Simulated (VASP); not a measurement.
# TiO2 (Pbca) in VASP: single point with PBE

Aim: the single point of TiO2 with PBE.

All numbers are computed with VASP 6.6.1; they aren't measurements. Logs are shortened: lines on timing, memory, paths and dates and some standing lists are left out, and cuts for length are marked.

## Step 1: The cell of the first run

The structure is orthorhombic, space group Pbca (No. 61). Conventional cell: a = 5.171 Å, b = 9.211 Å, c = 5.472 Å, α = 90.00°, β = 90.00°, γ = 90.00°. Within 2.5 Å of Ti (site symmetry 1) lie 6 O at 1.86 to 2.08 Å. Within 2.6 Å of O (site symmetry 1) lie 3 Ti at 1.86 to 2.02 Å and 2 O at 2.51 to 2.54 Å. O (site symmetry 1) has 3 Ti at 1.92 to 2.08 Å and 1 O at 2.54 Å within 2.6 Å.

## Step 2: Single point, PBE

The input, INCAR:

```
ALGO = Normal
EDIFF = 1E-7
ENCUT = 520
GGA = PE
ISIF = 2
ISMEAR = -1
LASPH = T
LCHARG = F
LREAL = Auto
LWAVE = F
NBANDS = 114
NELM = 60
PREC = Accurate
SIGMA = 0.02
```

The input, KPOINTS:

```
k-points
0
Gamma
  5 3 5
```

The input, POSCAR:

```
TiO2
1.0
    5.1710000000      0.0000000000      0.0000000000
    0.0000000000      9.2110000000      0.0000000000
    0.0000000000      0.0000000000      5.4720000000
Ti O
8 16
Direct
    0.1386810192      0.1289815616      0.9059313481
    0.6386810192      0.3710184384      0.0940686519
    0.8613189808      0.6289815616      0.5940686519
    0.3613189808      0.8710184384      0.4059313481
    0.8613189808      0.8710184384      0.0940686519
    0.3613189808      0.6289815616      0.9059313481
    0.1386810192      0.3710184384      0.4059313481
    0.6386810192      0.1289815616      0.5940686519
    0.8167678433      0.0097996959      0.8511142706
    0.3167678433      0.4902003041      0.1488857294
    0.1832321567      0.5097996959      0.6488857294
    0.6832321567      0.9902003041      0.3511142706
    0.1832321567      0.9902003041      0.1488857294
    0.6832321567      0.5097996959      0.8511142706
    0.8167678433      0.4902003041      0.3511142706
    0.3167678433      0.0097996959      0.6488857294
    0.4642217246      0.2296996220      0.8919702428
    0.9642217246      0.2703003780      0.1080297572
    0.5357782754      0.7296996220      0.6080297572
    0.0357782754      0.7703003780      0.3919702428
    0.5357782754      0.7703003780      0.1080297572
    0.0357782754      0.7296996220      0.8919702428
    0.4642217246      0.2703003780      0.3919702428
    0.9642217246      0.2296996220      0.6080297572
```

Potentials or basis: VASP PAW PBE potentials, release 64 (Ti_sv, O).

The run is started by

```console
$ cat potpaw_PBE.64/Ti_sv/POTCAR potpaw_PBE.64/O/POTCAR > POTCAR
$ mpirun -np 1 vasp_std > vasp.out
```

OUTCAR:

```text
EDIFF = 1E-7
   ENCUT = 520
   GGA = PE
   ISIF = 2
   ISMEAR = -1
   LASPH = T
   LREAL = Auto
   NELM = 60
   PREC = Accurate

 ion  position               nearest neighbor table
   1  0.139  0.129  0.906-  13 1.86  17 1.92  18 1.93  16 2.01   9 2.02  24 2.08
   2  0.639  0.371  0.094-  14 1.86  18 1.92  17 1.93  15 2.01  10 2.02  23 2.08
   3  0.861  0.629  0.594-  15 1.86  19 1.92  20 1.93  14 2.01  11 2.02  22 2.08
   4  0.361  0.871  0.406-  16 1.86  20 1.92  19 1.93  13 2.01  12 2.02  21 2.08
   5  0.861  0.871  0.094-   9 1.86  21 1.92  22 1.93  12 2.01  13 2.02  20 2.08
   6  0.361  0.629  0.906-  10 1.86  22 1.92  21 1.93  11 2.01  14 2.02  19 2.08
   7  0.139  0.371  0.406-  11 1.86  23 1.92  24 1.93  10 2.01  15 2.02  18 2.08
   8  0.639  0.129  0.594-  12 1.86  24 1.92  23 1.93   9 2.01  16 2.02  17 2.08
   9  0.817  0.010  0.851-   5 1.86   8 2.01   1 2.02
  10  0.317  0.490  0.149-   6 1.86   7 2.01   2 2.02
  11  0.183  0.510  0.649-   7 1.86   6 2.01   3 2.02
  12  0.683  0.990  0.351-   8 1.86   5 2.01   4 2.02
  13  0.183  0.990  0.149-   1 1.86   4 2.01   5 2.02
  14  0.683  0.510  0.851-   2 1.86   3 2.01   6 2.02
[... 8 lines left out ...]
  23  0.464  0.270  0.392-   7 1.92   8 1.93   2 2.08
  24  0.964  0.230  0.608-   8 1.92   7 1.93   1 2.08

  LATTYP: Found a simple orthorhombic cell.
 ALAT       =     5.1710000000
 B/A-ratio  =     1.0582092439
 C/A-ratio  =     1.7812802166

  Lattice vectors:

 A1 = (  -5.1710000000,   0.0000000000,   0.0000000000)
 A2 = (   0.0000000000,   0.0000000000,   5.4720000000)
 A3 = (   0.0000000000,   9.2110000000,   0.0000000000)

Analysis of symmetry for initial positions (statically):
=====================================================================
 Subroutine PRICEL returns:
 Original cell was already a primitive cell.

 Routine SETGRP: Setting up the symmetry group for a
 simple orthorhombic supercell.

 Subroutine GETGRP returns: Found  8 space group operations
 (whereof  2 operations were pure point group operations)
 out of a pool of  8 trial point group operations.

The static configuration has the point symmetry S_2 .
 The point group associated with its full space group is D_2h.

Analysis of symmetry for dynamics (positions and initial velocities):
=====================================================================
 Subroutine PRICEL returns:
 Original cell was already a primitive cell.

 Routine SETGRP: Setting up the symmetry group for a
 simple orthorhombic supercell.

 Subroutine GETGRP returns: Found  8 space group operations
 (whereof  2 operations were pure point group operations)
 out of a pool of  8 trial point group operations.

The dynamic configuration has the point symmetry S_2 .
 The point group associated with its full space group is D_2h.

 Subroutine INISYM returns: Found  8 space group operations
 (whereof  2 operations are pure point group operations),
 and found     1 'primitive' translations

----------------------------------------------------------------------------------------

                                     Primitive cell

  volume of cell :     260.6318

  direct lattice vectors                    reciprocal lattice vectors
     5.171000000  0.000000000  0.000000000     0.193386192  0.000000000  0.000000000
     0.000000000  9.211000000  0.000000000     0.000000000  0.108565845  0.000000000
     0.000000000  0.000000000  5.472000000     0.000000000  0.000000000  0.182748538

  length of vectors
     5.171000000  9.211000000  5.472000000     0.193386192  0.108565845  0.182748538

  position of ions in fractional coordinates (direct lattice)
     0.138681019  0.128981562  0.905931348
     0.638681019  0.371018438  0.094068652
     0.861318981  0.628981562  0.594068652
     0.361318981  0.871018438  0.405931348
     0.861318981  0.871018438  0.094068652
     0.361318981  0.628981562  0.905931348
[... 16 lines left out ...]
     0.464221725  0.270300378  0.391970243
     0.964221725  0.229699622  0.608029757

  ion indices of the primitive-cell ions
   primitive index   ion index
                 1           1
                 2           2
                 3           3
                 4           4
                 5           5
                 6           6
[... 16 lines left out ...]
                23          23
                24          24

----------------------------------------------------------------------------------------

 KPOINTS: k-points

Automatic generation of k-mesh.
 Grid dimensions read from file:
 generate k-points for:    5    3    5

 Generating k-lattice:

  Cartesian coordinates                     Fractional coordinates (reciprocal lattice)
     0.038677238  0.000000000  0.000000000     0.200000000  0.000000000  0.000000000
     0.000000000  0.036188615  0.000000000     0.000000000  0.333333333  0.000000000
     0.000000000  0.000000000  0.036549708     0.000000000  0.000000000  0.200000000

  Length of vectors
     0.038677238  0.036188615  0.036549708

  Shift w.r.t. Gamma in fractional coordinates (k-lattice)
     0.000000000  0.000000000  0.000000000

 Subroutine IBZKPT returns following result:
 ===========================================

 Found     18 irreducible k-points:

 Following reciprocal coordinates:
            Coordinates               Weight
  0.000000  0.000000  0.000000      1.000000
  0.200000  0.000000  0.000000      2.000000
  0.400000  0.000000  0.000000      2.000000
  0.000000  0.333333  0.000000      2.000000
  0.200000  0.333333  0.000000      4.000000
  0.400000  0.333333  0.000000      4.000000
[... 10 lines left out ...]
  0.200000  0.333333  0.400000      8.000000
  0.400000  0.333333  0.400000      8.000000
   k-points           NKPTS =     18   k-points in BZ     NKDIM =     18   number of bands    NBANDS=    114
   number of dos      NEDOS =    301   number of ions     NIONS =     24
   total plane-waves  NPLWV = 117600
   dimension x,y,z NGX =    40 NGY =   70 NGZ =   42
   dimension x,y,z NGXF=    80 NGYF=  140 NGZF=   84
   ions per type =               8  16
   NGX,Y,Z   is equivalent  to a cutoff of  12.86, 12.63, 12.76 a.u.
   NGXF,Y,Z  is equivalent  to a cutoff of  25.72, 25.27, 25.52 a.u.
 SYSTEM =  unknown system
   PREC   = accura    normal or accurate (medium, high low for compatibility)
   ISTART =      0    job   : 0-new  1-cont  2-samecut
   ICHARG =      2    charge: 1-file 2-atom 10-const
   ISPIN  =      1    spin polarized calculation?
   LNONCOLLINEAR =      F non collinear calculations
   LSORBIT =      F    spin-orbit coupling
   LASPH  =      T    aspherical Exc in radial PAW
   ENCUT  =  520.0 eV  38.22 Ry    6.18 a.u.   9.61 17.13 10.17*2*pi/ulx,y,z
   NELM   =     60;   NELMIN=  2; NELMDL= -5     # of ELM steps
   EDIFF  = 0.1E-06   stopping-criterion for ELM
   LREAL  =      T    real-space projection
   EDIFFG = 0.1E-05   stopping-criterion for IOM
   NSW    =      0    number of steps for IOM
   IBRION =     -1    ionic relax: 0-MD 1-quasi-New 2-CG
   NFREE  =      0    steps in history (QN), initial steepest desc. (CG)
   ISIF   =      2    stress and relaxation
   ISYM   =      2    0-nonsym 1-usesym 2-fastsym
   POTIM  = 0.5000    time-step for ionic-motion
   TEBEG  =    0.0;   TEEND  =   0.0 temperature during run
   PSTRESS=    0.0 pullay stress
   NELECT =     192.0000    total number of electrons
   NUPDOWN=      -1.0000    fix difference up-down
   EMIN   =  10.00;   EMAX   =-10.00  energy-range for DOS
   EFERMI =   0.00;   METHOD = LEGACY
   ISMEAR =    -1;   SIGMA  =   0.02  broadening in eV -4-tet -1-fermi 0-gaus
   EFERMI_NEDOS =   21; number of points for ismear=-14 and -15
   IALGO  =     38    algorithm
   IMIX   =      4    mixing-type and parameters
     AMIX     =   0.40;   BMIX     =  1.00
     AMIX_MAG =   1.60;   BMIX_MAG =  1.00
  volume/ion in A,a.u.               =      10.86        73.28
  Fermi-wavevector in a.u.,A,eV,Ry     =   1.478539  2.794033 29.743389  2.186077
  Thomas-Fermi vector in A             =   2.592808
   LORBIT       =      0    0 simple, 1 ext, 2 COOP (PROOUT), +10 PAW based schemes
   GGA     = PE    functional components
   LHFCALC =     F    Hartree Fock is set to
   AEXX    =    0.0000 exact exchange contribution
   IVDW    =     0    specifies the selected vdW correction
   LEPSILON=     F    determine dielectric tensor
   LRPA    =     F    only Hartree local field effects (RPA)
 non-spin polarized calculation
  energy-cutoff  :      520.00
  volume of cell :      260.63
 maximum number of plane-waves:      7044
 NGX is ok and might be reduce to    40
   NGX = 19   NGY = 35   NGZ = 21

 number of electron     191.9999963 magnetization

 Free energy of the ion-electron system (eV)
  ---------------------------------------------------
  ext. energy  EPLUGINS =         0.00000000
  ---------------------------------------------------
  free energy    TOTEN  =      -215.08386146 eV

  energy without entropy =     -215.08386146  energy(sigma->0) =     -215.08386146

 E-fermi :   4.4343     XC(G=0): -11.1154

 val. band max:        3.9956031900   @ k =   0.0000   0.0000   0.0000
 cond. band min:       6.3449899080   @ k =   0.0000   0.0000   0.0000
 fundamental gap:      2.3493867180
 Fermi energy:         4.4343284410

 k-point     1 :       0.0000    0.0000    0.0000
  band No.  band energies     occupation
      1     -52.5029      2.00000
      2     -52.4937      2.00000
      3     -52.4804      2.00000
      4     -52.4734      2.00000
      5     -52.4732      2.00000
      6     -52.4713      2.00000
[... 100 lines left out ...]
    107       7.2652      0.00000
    108       7.3420      0.00000

 k-point     2 :       0.2000    0.0000    0.0000
  band No.  band energies     occupation
      1     -52.5001      2.00000
      2     -52.4918      2.00000
      3     -52.4780      2.00000
      4     -52.4761      2.00000
      5     -52.4754      2.00000
      6     -52.4697      2.00000
[... 1768 lines left out ...]
 k-point    18 :       0.4000    0.3333    0.4000
  band No.  band energies     occupation
      1     -52.4883      2.00000
      2     -52.4869      2.00000
      3     -52.4852      2.00000
      4     -52.4852      2.00000
      5     -52.4665      2.00000
      6     -52.4651      2.00000
[... 100 lines left out ...]
    107       7.3501      0.00000
    108       7.3641      0.00000
 [bands above 108 left out]

------------------------ aborting loop because EDIFF is reached ----------------------------------------

  FORCE on cell =-STRESS in cart. coord.  units (eV):
  Direction    XX          YY          ZZ          XY          YZ          ZX
  --------------------------------------------------------------------------------------
  -------------------------------------------------------------------------------------
  Total        3.6916057      4.8382197      4.8790965      0.0000000      0.0000000      0.0000000
  in kB       22.6933430     29.7419032     29.9931850      0.0000000      0.0000000      0.0000000
  external PRESSURE =      27.4761437 kB  Pullay stress =       0.0000000 kB

 VOLUME and BASIS-vectors are now :
 -----------------------------------------------------------------------------
  energy-cutoff  :      520.00
  volume of cell :      260.63
      direct lattice vectors                 reciprocal lattice vectors
     5.171000000  0.000000000  0.000000000     0.193386192  0.000000000  0.000000000
     0.000000000  9.211000000  0.000000000     0.000000000  0.108565845  0.000000000
     0.000000000  0.000000000  5.472000000     0.000000000  0.000000000  0.182748538

 POSITION                                       TOTAL-FORCE (eV/Angst)
 -----------------------------------------------------------------------------------
      0.71712      1.18805      4.95726        -0.002564      0.031392     -0.035589
      3.30262      3.41745      0.51474        -0.002564     -0.031392      0.035589
      4.45388      5.79355      3.25074         0.002564      0.031392      0.035589
      1.86838      8.02295      2.22126         0.002564     -0.031392     -0.035589
      4.45388      8.02295      0.51474         0.002564     -0.031392      0.035589
      1.86838      5.79355      4.95726         0.002564      0.031392     -0.035589
[... 16 lines left out ...]
      2.40049      2.48974      2.14486         0.011055     -0.000713     -0.006551
      4.98599      2.11576      3.32714         0.011055      0.000713      0.006551
 -----------------------------------------------------------------------------------
    total drift:                               -0.000000      0.000000      0.000000

  FREE ENERGIE OF THE ION-ELECTRON SYSTEM (eV)
  ---------------------------------------------------
  free  energy   TOTEN  =      -215.0838614585 eV

  energy  without entropy=     -215.0838614585  energy(sigma->0) =     -215.08386146
```

Run time: 17 min. Hardware: 1 thread of Intel Xeon Platinum 8488C (Sapphire Rapids), shared host; peak memory 0.51 GiB.

What came out:

```yaml
Free_energy: -215.0839 eV
Pressure: 2.7 GPa
Largest_force: 0.049 eV/Å
Band_gap_on_the_k_mesh: 2.35 eV
```

Forces on the atoms (eV/Å):
```
Ti  -0.003  0.031 -0.036
Ti  -0.003 -0.031  0.036
Ti   0.003  0.031  0.036
Ti   0.003 -0.031 -0.036
Ti   0.003 -0.031  0.036
Ti   0.003  0.031 -0.036
Ti  -0.003 -0.031 -0.036
Ti  -0.003  0.031  0.036
O   -0.027  0.016 -0.037
O   -0.027 -0.016  0.037
O    0.027  0.016  0.037
O    0.027 -0.016 -0.037
O    0.027 -0.016  0.037
O    0.027  0.016 -0.037
O   -0.027 -0.016 -0.037
O   -0.027  0.016  0.037
O    0.011  0.001 -0.007
O    0.011 -0.001  0.007
O   -0.011  0.001  0.007
O   -0.011 -0.001 -0.007
O   -0.011 -0.001  0.007
O   -0.011  0.001 -0.007
O    0.011 -0.001 -0.007
O    0.011  0.001  0.007
```

Stress tensor (GPa, compression positive):
```
2.27 0.00 0.00
0.00 2.97 0.00
0.00 0.00 3.00
```

Levels at points of the mesh, in eV from the valence-band top:
| k point | band 93 | band 94 | band 95 | band 96 | band 97 | band 98 | band 99 | band 100 |
| --- | --- | --- | --- | --- | --- | --- | --- | --- |
| (0.00, 0.00, 0.00) | -0.47 | -0.23 | -0.18 | 0.00 | 2.35 | 2.68 | 2.84 | 2.85 |

Caveat: an odd mesh through Γ misses points on the zone boundary, where band edges can lie.
